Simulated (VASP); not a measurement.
A run of VASP 6.6.1:

Contents of INCAR:

```
SYSTEM = TePtSe3
PREC     = Accurate       ! precision mode
ENCUT    = 520            ! plane-wave cutoff, eV
EDIFF    = 1E-6           ! SCF threshold, eV
ISMEAR   = 0              ! smearing method
SIGMA    = 0.1            ! smearing width, eV
LREAL    = .False.        ! projectors in reciprocal space
LASPH    = .True.         ! aspherical terms in the spheres
NELM     = 100            ! most SCF steps
ALGO     = Normal         ! electronic algorithm
ISIF     = 2              ! what is computed and relaxed
LWAVE    = .False.        ! write WAVECAR
LCHARG   = .False.        ! write CHGCAR
GGA      = PE             ! functional
NBANDS   = 25             ! bands
```

KPOINTS

```
Automatic mesh
0
Gamma
  10 10 4
  0 0 0
```

File POSCAR:

```
TePtSe3
1.0
    3.8151178863      0.0000000000      0.0000000000
    0.0000000000      3.8151178863      0.0000000000
    0.0000000000      0.0000000000      9.6100763190
Te Pt Se
1 1 3
Direct
    0.0000000000      0.0000000000      0.5000000000
    0.0000000000      0.0000000000      0.0000000000
    0.5000000000      0.5000000000      0.5000000000
    0.5000000000      0.5000000000      0.8805030002
    0.5000000000      0.5000000000      0.1194969998
```

Potentials or basis: VASP PAW PBE potentials, release 64 (Te, Pt, Se).

Command:

```console
$ cat potpaw_PBE.64/Te/POTCAR potpaw_PBE.64/Pt/POTCAR potpaw_PBE.64/Se/POTCAR > POTCAR
$ mpirun -np 1 vasp_std > vasp.out
```

Hardware: 1 thread of Intel(R) Xeon(R) 6975P-C (Granite Rapids), on a shared host.

Problem. How long does it take, and how much memory?

Solution. It took 86 s on 1 thread of Intel(R) Xeon(R) 6975P-C (Granite Rapids), on a shared host, peak memory 0.38 GiB. Counts: scf iterations 15, k points 63.
